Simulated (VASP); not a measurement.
# Ca (P2_1/m) in VASP: single point with r2SCAN

Aim: the single point of Ca with r2SCAN.

Everything below comes from runs of VASP 6.6.1. Logs are shortened: lines on timing, memory, paths and dates and some standing lists are left out, and cuts for length are marked.

## 1. The cell of the first run

It takes space group P2_1/m (No. 11, monoclinic). Conventional cell: a = 3.980 Å, b = 6.520 Å, c = 3.980 Å, α = 90.00°, β = 120.00°, γ = 90.00°. Ca (site symmetry m) has 12 Ca at 3.92 to 4.07 Å within 5.1 Å.

## 2. Single point, r2SCAN (atom 1 (Ca) moved by (-0.150, +0.000) A along x and y)

File POSCAR:

```
Ca
1.0
    3.9799995206      0.0000000000      0.0000000000
   -1.9899997603      3.4467806919      0.0000000000
    0.0000000000      0.0000000000      6.5200000000
Ca
2
Direct
    0.2956448866      0.6666666667      0.2500000000
    0.6666666667      0.3333333333      0.7500000000
```

File INCAR.step1:

```
  ALGO = Normal
  EDIFF = 1E-4
  ENCUT = 520
  GGA = PE
  ISMEAR = 0
  LASPH = True
  LCHARG = False
  LREAL = False
  LWAVE = True
  NBANDS = 17
  NELM = 80
  PREC = Accurate
  SIGMA = 0.15
```

File INCAR.step2:

```
  ALGO = Normal
  EDIFF = 1E-6
  ENCUT = 520
  ISIF = 2
  ISMEAR = 0
  ISTART = 1
  LASPH = True
  LCHARG = True
  LELF = True
  LMIXTAU = True
  LREAL = False
  LVHAR = True
  LWAVE = False
  METAGGA = R2SCAN
  NBANDS = 17
  NELM = 80
  PREC = Accurate
  SIGMA = 0.15
```

File KPOINTS:

```
k-points
0
Gamma
  12 12 8
```

Potentials or basis: VASP PAW PBE potentials, release 64 (Ca_sv).

On the command line:

```console
$ cat potpaw_PBE.64/Ca_sv/POTCAR > POTCAR
$ cp INCAR.step1 INCAR
$ mpirun -np 1 vasp_std > vasp.out
$ cp INCAR.step2 INCAR
$ mpirun -np 1 vasp_std > vasp.out
```

OUTCAR:

```text
EDIFF = 1E-6
   ENCUT = 520
   ISIF = 2
   ISMEAR = 0
   ISTART = 1
   LASPH = True
   LREAL = False
   METAGGA = R2SCAN
   NELM = 80
   PREC = Accurate

 ion  position               nearest neighbor table
   1  0.296  0.667  0.250-
   2  0.667  0.333  0.750-

  LATTYP: Found a hexagonal cell.
 ALAT       =     3.9799995206
 C/A-ratio  =     1.6381911521

  Lattice vectors:

 A1 = (   3.9799995206,   0.0000000000,   0.0000000000)
 A2 = (  -1.9899997603,   3.4467806919,   0.0000000000)
 A3 = (   0.0000000000,   0.0000000000,   6.5200000000)

Analysis of symmetry for initial positions (statically):
=====================================================================
 Subroutine PRICEL returns:
 Original cell was already a primitive cell.

 Routine SETGRP: Setting up the symmetry group for a
 hexagonal supercell.

 Subroutine GETGRP returns: Found  4 space group operations
 (whereof  1 operations were pure point group operations)
 out of a pool of 24 trial point group operations.

The static configuration has the point symmetry C_1 .
 The point group associated with its full space group is C_2h.

Analysis of symmetry for dynamics (positions and initial velocities):
=====================================================================
 Subroutine PRICEL returns:
 Original cell was already a primitive cell.

 Routine SETGRP: Setting up the symmetry group for a
 hexagonal supercell.

 Subroutine GETGRP returns: Found  4 space group operations
 (whereof  1 operations were pure point group operations)
 out of a pool of 24 trial point group operations.

The dynamic configuration has the point symmetry C_1 .
 The point group associated with its full space group is C_2h.

 Subroutine INISYM returns: Found  4 space group operations
 (whereof  1 operations are pure point group operations),
 and found     1 'primitive' translations

----------------------------------------------------------------------------------------

                                     Primitive cell

  volume of cell :      89.4426

  direct lattice vectors                    reciprocal lattice vectors
     3.979999521  0.000000000  0.000000000     0.251256312  0.145062899  0.000000000
    -1.989999760  3.446780692  0.000000000     0.000000000  0.290125798  0.000000000
     0.000000000  0.000000000  6.520000000     0.000000000  0.000000000  0.153374233

  length of vectors
     3.979999521  3.979999521  6.520000000     0.290125798  0.290125798  0.153374233

  position of ions in fractional coordinates (direct lattice)
     0.295644887  0.666666667  0.250000000
     0.666666667  0.333333333  0.750000000

  ion indices of the primitive-cell ions
   primitive index   ion index
                 1           1
                 2           2

----------------------------------------------------------------------------------------

 KPOINTS: k-points

Automatic generation of k-mesh.
 Grid dimensions read from file:
 generate k-points for:   12   12    8

 Generating k-lattice:

  Cartesian coordinates                     Fractional coordinates (reciprocal lattice)
     0.020938026  0.012088575  0.000000000     0.083333333 -0.000000000  0.000000000
     0.000000000  0.024177150  0.000000000     0.000000000  0.083333333  0.000000000
     0.000000000  0.000000000  0.019171779     0.000000000  0.000000000  0.125000000

  Length of vectors
     0.024177150  0.024177150  0.019171779

  Shift w.r.t. Gamma in fractional coordinates (k-lattice)
     0.000000000  0.000000000  0.000000000

 Subroutine IBZKPT returns following result:
 ===========================================

 Found    370 irreducible k-points:

 Following reciprocal coordinates:
            Coordinates               Weight
  0.000000  0.000000  0.000000      1.000000
  0.083333  0.000000  0.000000      2.000000
  0.000000  0.083333  0.000000      2.000000
 -0.083333  0.083333  0.000000      2.000000
  0.166667  0.000000  0.000000      2.000000
  0.000000  0.166667  0.000000      2.000000
[... 16 lines left out ...]
  0.166667  0.083333  0.000000      2.000000
 -0.083333  0.250000  0.000000      2.000000
 [... further k-points ...]
   k-points           NKPTS =    370   k-points in BZ     NKDIM =    370   number of bands    NBANDS=     17
   number of dos      NEDOS =    301   number of ions     NIONS =      2
   total plane-waves  NPLWV =  43200
   dimension x,y,z NGX =    30 NGY =   30 NGZ =   48
   dimension x,y,z NGXF=    60 NGYF=   60 NGZF=   96
   ions per type =               2
   NGX,Y,Z   is equivalent  to a cutoff of  12.53, 12.53, 12.24 a.u.
   NGXF,Y,Z  is equivalent  to a cutoff of  25.06, 25.06, 24.48 a.u.
 SYSTEM =  unknown system
   PREC   = accura    normal or accurate (medium, high low for compatibility)
   ISTART =      1    job   : 0-new  1-cont  2-samecut
   ICHARG =      0    charge: 1-file 2-atom 10-const
   ISPIN  =      1    spin polarized calculation?
   LNONCOLLINEAR =      F non collinear calculations
   LSORBIT =      F    spin-orbit coupling
   LASPH  =      T    aspherical Exc in radial PAW
   ENCUT  =  520.0 eV  38.22 Ry    6.18 a.u.   7.40  7.40 12.12*2*pi/ulx,y,z
   NELM   =     80;   NELMIN=  2; NELMDL=  0     # of ELM steps
   EDIFF  = 0.1E-05   stopping-criterion for ELM
   LREAL  =      F    real-space projection
   EDIFFG = 0.1E-04   stopping-criterion for IOM
   NSW    =      0    number of steps for IOM
   IBRION =     -1    ionic relax: 0-MD 1-quasi-New 2-CG
   NFREE  =      0    steps in history (QN), initial steepest desc. (CG)
   ISIF   =      2    stress and relaxation
   ISYM   =      2    0-nonsym 1-usesym 2-fastsym
   POTIM  = 0.5000    time-step for ionic-motion
   TEBEG  =    0.0;   TEEND  =   0.0 temperature during run
   PSTRESS=    0.0 pullay stress
   NELECT =      20.0000    total number of electrons
   NUPDOWN=      -1.0000    fix difference up-down
   EMIN   =  10.00;   EMAX   =-10.00  energy-range for DOS
   EFERMI =   0.00;   METHOD = LEGACY
   ISMEAR =     0;   SIGMA  =   0.15  broadening in eV -4-tet -1-fermi 0-gaus
   EFERMI_NEDOS =   21; number of points for ismear=-14 and -15
   IALGO  =     38    algorithm
   IMIX   =      4    mixing-type and parameters
     AMIX     =   0.40;   BMIX     =  1.00
     AMIX_MAG =   1.60;   BMIX_MAG =  1.00
  volume/ion in A,a.u.               =      44.72       301.79
  Fermi-wavevector in a.u.,A,eV,Ry     =   0.993658  1.877741 13.433785  0.987355
  Thomas-Fermi vector in A             =   2.125555
   LORBIT       =      0    0 simple, 1 ext, 2 COOP (PROOUT), +10 PAW based schemes
   METAGGA = R2SCAN    functional components
   LHFCALC =     F    Hartree Fock is set to
   AEXX    =    0.0000 exact exchange contribution
   IVDW    =     0    specifies the selected vdW correction
   LEPSILON=     F    determine dielectric tensor
   LRPA    =     F    only Hartree local field effects (RPA)
 non-spin polarized calculation
 Gauss-broadening in eV      SIGMA  =   0.15
  energy-cutoff  :      520.00
  volume of cell :       89.44
 maximum number of plane-waves:      2442
 NGX is ok and might be reduce to    30
   NGX = 15   NGY = 15   NGZ = 25

 number of electron      20.0000005 magnetization

 Free energy of the ion-electron system (eV)
  ---------------------------------------------------
  ext. energy  EPLUGINS =         0.00000000
  ---------------------------------------------------
  free energy    TOTEN  =       -14.05550824 eV

  energy without entropy =      -14.02860733  energy(sigma->0) =      -14.04205778

 E-fermi :   1.8317     XC(G=0):  -8.0327

 val. band max:        1.8291647653   @ k =   0.0000   0.5000   0.3750
 cond. band min:       1.8330546242   @ k =   0.3333   0.1667   0.1250
 fundamental gap:      0.0038898589
 Fermi energy:         1.8316608205

 k-point     1 :       0.0000    0.0000    0.0000
  band No.  band energies     occupation
      1     -42.1345      2.00000
      2     -42.1235      2.00000
      3     -22.2827      2.00000
      4     -22.1922      2.00000
      5     -22.1819      2.00000
      6     -22.1721      2.00000
[... 9 lines left out ...]
     16       4.7510      0.00000
     17       4.9928      0.00000

 k-point     2 :       0.0833    0.0000    0.0000
  band No.  band energies     occupation
      1     -42.1338      2.00000
      2     -42.1231      2.00000
      3     -22.2799      2.00000
      4     -22.1979      2.00000
      5     -22.1843      2.00000
      6     -22.1783      2.00000
[... 9 lines left out ...]
     16       4.7366      0.00000
     17       4.8747      0.00000

 k-point     3 :       0.0000    0.0833    0.0000
  band No.  band energies     occupation
      1     -42.1338      2.00000
      2     -42.1231      2.00000
      3     -22.2800      2.00000
      4     -22.1965      2.00000
      5     -22.1858      2.00000
      6     -22.1775      2.00000
[... 9 lines left out ...]
     16       4.7981      0.00000
     17       4.8881      0.00000

 k-point     4 :      -0.0833    0.0833    0.0000
  band No.  band energies     occupation
      1     -42.1338      2.00000
      2     -42.1231      2.00000
      3     -22.2803      2.00000
      4     -22.1944      2.00000
      5     -22.1878      2.00000
      6     -22.1765      2.00000
[... 9 lines left out ...]
     16       4.8166      0.00000
     17       4.9198      0.00000
[... 343 lines left out ...]
      1     -42.1326      2.00000
      2     -42.1225      2.00000
      3     -22.2750      2.00000
      4     -22.2054      2.00000
      5     -22.1941      2.00000
      6     -22.1859      2.00000
[... 9 lines left out ...]
     16       4.7145      0.00000
     17       4.9283      0.00000

 k-point    23 :       0.1667    0.0833    0.0000
  band No.  band energies     occupation
      1     -42.1302      2.00000
      2     -42.1217      2.00000
      3     -22.2641      2.00000
      4     -22.2263      2.00000
      5     -22.2129      2.00000
      6     -22.1922      2.00000
[... 9 lines left out ...]
     16       4.7992      0.00000
     17       4.9276      0.00000

 k-point    24 :      -0.0833    0.2500    0.0000
  band No.  band energies     occupation
      1     -42.1304      2.00000
      2     -42.1214      2.00000
      3     -22.2665      2.00000
      4     -22.2209      2.00000
      5     -22.2096      2.00000
      6     -22.1985      2.00000
[... 9 lines left out ...]
     16       4.8796      0.00000
     17       4.9219      0.00000

 [... further k-points ...]

------------------------ aborting loop because EDIFF is reached ----------------------------------------

  FORCE on cell =-STRESS in cart. coord.  units (eV):
  Direction    XX          YY          ZZ          XY          YZ          ZX
  --------------------------------------------------------------------------------------
  -------------------------------------------------------------------------------------
  Total       -0.2732418     -0.2622244     -0.2252991      0.1513833      0.0000000      0.0000000
  in kB       -4.8945574     -4.6972046     -4.0357643      2.7117163      0.0000000      0.0000000
  external PRESSURE =      -4.5425088 kB  Pullay stress =       0.0000000 kB

 VOLUME and BASIS-vectors are now :
 -----------------------------------------------------------------------------
  energy-cutoff  :      520.00
  volume of cell :       89.44
      direct lattice vectors                 reciprocal lattice vectors
     3.979999521  0.000000000  0.000000000     0.251256312  0.145062899  0.000000000
    -1.989999760  3.446780692  0.000000000     0.000000000  0.290125798  0.000000000
     0.000000000  0.000000000  6.520000000     0.000000000  0.000000000  0.153374233

 POSITION                                       TOTAL-FORCE (eV/Angst)
 -----------------------------------------------------------------------------------
     -0.15000      2.29785      1.63000         0.056055      0.007537      0.000000
      1.99000      1.14893      4.89000        -0.056055     -0.007537      0.000000
 -----------------------------------------------------------------------------------
    total drift:                                0.000013     -0.000000      0.000000

  FREE ENERGIE OF THE ION-ELECTRON SYSTEM (eV)
  ---------------------------------------------------
  free  energy   TOTEN  =       -14.0555082383 eV

  energy  without entropy=      -14.0286073301  energy(sigma->0) =      -14.04205778
```

Wall time 50 min (1 thread of Intel Xeon 8259CL, shared host); peak memory 0.57 GiB.

Results:

```yaml
Free_energy: -14.0555 eV
Pressure: -0.5 GPa
Largest_force: 0.057 eV/Å
Band_gap_on_the_k_mesh: zero (bands 10 and 11 overlap by 0.71 eV)
```

Forces on the atoms (eV/Å):
```
Ca   0.056  0.008  0.000
Ca  -0.056 -0.008  0.000
```

Stress tensor (GPa, compression positive):
```
-0.49  0.27  0.00
 0.27 -0.47  0.00
 0.00  0.00 -0.40
```

Levels at points of the mesh, in eV from the Fermi level:
| k point | band 6 | band 7 | band 8 | band 9 | band 10 | band 11 | band 12 | band 13 | band 14 | band 15 |
| --- | --- | --- | --- | --- | --- | --- | --- | --- | --- | --- |
| (0.00, 0.00, 0.00) | -24.00 | -24.00 | -24.00 | -4.25 | -1.00 | -0.40 | 2.50 | 2.52 | 2.58 | 2.83 |
| (0.50, 0.00, 0.00) | -24.04 | -24.03 | -24.02 | -1.12 | -0.86 | 0.39 | 0.56 | 1.30 | 1.97 | 2.48 |
| (0.00, 0.50, 0.00) | -24.05 | -24.02 | -24.02 | -1.15 | -0.83 | 0.32 | 0.53 | 1.45 | 2.03 | 2.48 |
| (0.50, 0.50, 0.00) | -24.05 | -24.02 | -24.01 | -1.18 | -0.81 | 0.26 | 0.48 | 1.61 | 2.13 | 2.44 |
| (0.00, 0.00, 0.50) | -24.01 | -24.01 | -24.01 | -3.21 | -3.21 | 1.56 | 1.56 | 2.52 | 2.52 | 2.56 |
| (0.50, 0.00, 0.50) | -24.03 | -24.03 | -24.03 | -0.65 | -0.65 | 0.00 | 0.00 | 1.58 | 1.58 | 3.12 |
| (0.00, 0.50, 0.50) | -24.03 | -24.03 | -24.03 | -0.64 | -0.64 | -0.03 | -0.03 | 1.63 | 1.63 | 3.13 |
| (0.50, 0.50, 0.50) | -24.04 | -24.03 | -24.03 | -0.62 | -0.62 | -0.06 | -0.06 | 1.71 | 1.71 | 3.10 |

Caveat: the cell differs from its parent crystal (atom 1 (Ca) moved by (-0.150, +0.000) A along x and y); the PAW data sets were made with another functional, which shifts forces and pressure a little.
